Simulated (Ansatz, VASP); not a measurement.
**TiO2 in VASP and in Ansatz**

INCAR

```
ALGO = Normal
EDIFF = 1E-6
EDIFFG = -0.005
ENCUT = 600
GGA = PE
IBRION = 2
ISIF = 3
ISMEAR = -1
LASPH = T
LCHARG = F
LREAL = F
LWAVE = F
NELM = 100
NSW = 100
PREC = Accurate
SIGMA = 0.05
```

File KPOINTS:

```
k-points
0
Gamma
  13 13 7
```

Contents of POSCAR:

```
TiO2
1.0
    2.8878374627      0.0000000000      0.0000000000
   -1.4439187314      2.5009406047      0.0000000000
    0.0000000000      0.0000000000      4.6205399404
Ti O
1 2
Direct
    0.0000000000      0.0000000000      0.0000000000
    0.3333333333      0.6666666667      0.2500000000
    0.6666666667      0.3333333333      0.7500000000
```

Input for Ansatz:

```yaml
crystal:
  lattice:
    - [2.8878374627, 0.0, 0.0]
    - [-1.4439187314, 2.5009406047, 0.0]
    - [0.0, 0.0, 4.6205399404]
  atoms:
    - { symbol: Ti, position: [0.0, 0.0, 0.0] }
    - { symbol: O, position: [0.3333333333, 0.6666666667, 0.25] }
    - { symbol: O, position: [0.6666666667, 0.3333333333, 0.75] }
kpoints:
  mp_grid: { grid: [13, 13, 7] }
scf:
  occupations: { method: fermi_dirac, width: 0.05 }
hamiltonian:
  xc: pbe
  pseudopotentials: { kind: paw }
output:
  forces: true
  stress: true
  write_density: true
  write_potential: true
  elf: true
  volumetric_format: npy
relax:
  f_tol: 0.005
  max_steps: 80
  cell: {}
```

Alike in both runs: task relaxation of cell and atoms; functional PBE; k mesh 13 × 13 × 7; occupations fermi-dirac, width 0.05 eV; no spin polarisation.

|  | VASP | Ansatz |
| --- | --- | --- |
| version | VASP 6.6.1 | Ansatz 0.2.0 |
| potentials or method | VASP PAW PBE potentials, release 64 (Ti_sv, O) | PAW with Ansatz's default frozen-core files, scalar-relativistic |
| plane-wave cutoff (eV) | 600 | 420 |
| valence electrons in the cell | 24 | 24 |

```tsv
	VASP	Ansatz	Ansatz less VASP
gap on the k mesh at the Fermi level, each at its own relaxed structure (eV)	2.59	2.66	+0.064
relaxed volume (Å³/atom)	13.41	14.17	+0.756
relaxed cell length with the largest relative difference (Å)	5.185	5.493	+0.3084
```

One of these differences is far larger than is usual between the two programs; its cause wasn't traced.

Noted on VASP's run: the volume moved by over 15 % at a fixed basis, so the end points are rough.
